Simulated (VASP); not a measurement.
Crystal: Cd.

```
CELL_PARAMETERS angstrom
2.97887 0.00000 0.00000
-1.48944 2.57978 0.00000
0.00000 0.00000 5.61765
ATOMIC_POSITIONS crystal
Cd 0.33333 0.66667 0.25000
Cd 0.66667 0.33333 0.75000
```

* Program: VASP 6.6.1
* Task: relaxation of cell and atoms
* Functional: PBEsol
* Potentials or basis: VASP PAW PBE potentials, release 64 (Cd)
* Cutoff: 600 eV
* k mesh: 18 × 18 × 8
* Occupations: methfessel-paxton, width 0.02 eV
* Spin: no spin polarisation

At the start: pressure -1.3 GPa; volume 21.59 Å³/atom.

How do energy, volume and symmetry change on relaxing?

Over 10 steps the energy falls by 2.2 meV/atom and the volume is 21.08 Å³/atom (-2.3 %); space group P6_3/mmc (No. 194, to 0.1 Å) before and after.

Step by step:
```
step  energy change (eV)  largest force (eV/Å)  pressure (GPa)  volume (Å³)
   1              0.0000                0.0000           -1.35        43.17
   2             -0.0041                0.0000            0.22        42.04
   3             -0.0042                0.0000            0.06        42.19
   4             -0.0042                0.0000           -0.04        42.23
   5             -0.0042                0.0000           -0.05        42.22
   6             -0.0043                0.0000            0.00        42.21
   7             -0.0044                0.0000            0.07        42.18
   8             -0.0043                0.0000           -0.03        42.13
   9             -0.0044                0.0000           -0.14        42.16
  10             -0.0044                0.0000           -0.07        42.17
```

Final structure:
```
Cd
1.0
     2.96017    0.00000    0.00000
    -1.48008    2.56358    0.00000
     0.00000    0.00000    5.55665
Cd
2
Direct
  0.33333 0.66667 0.25000
  0.66667 0.33333 0.75000
```

Caveat: the PAW data sets were made with another functional, which shifts forces and pressure a little.
